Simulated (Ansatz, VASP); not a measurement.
## One calculation of Al, two programs

```xyz
4
Lattice="2.7628 0.0000 0.0000 -1.3814 2.3927 0.0000 0.0000 0.0000 9.8243" Properties=species:S:1:pos:R:3 pbc="T T T"
Al    0.0000    0.0000    0.0000
Al    0.0000    1.5951    2.4561
Al    0.0000    0.0000    4.9122
Al    1.3814    0.7976    7.3682
```

Alike in both runs: task single point; functional PBEsol; dispersion D3(BJ); k mesh 18 × 18 × 6; occupations gaussian, width 0.15 eV; no spin polarisation.

```csv
,VASP,Ansatz
version,VASP 6.6.1,Ansatz 0.2.0
potentials or method,"VASP PAW PBE potentials, release 64 (Al), cutoff 520 eV","scalar-relativistic, plane waves, PAW"
valence electrons in the cell,12,12
```

|  | VASP | Ansatz | Ansatz less VASP |
| --- | --- | --- | --- |
| gap on the k mesh at the Fermi level (eV) | none | none | - |
| pressure (GPa) | -2.3 | -2.4 | -0.09 |
| traceless stress, the component that is largest in VASP (GPa) | -4.07 | -4.04 | +0.034 |

VASP's potentials were made for PBE, not for PBEsol, and Ansatz warns of the same on its side. A gap of «none» marks a metal or a gap that the smearing closes.
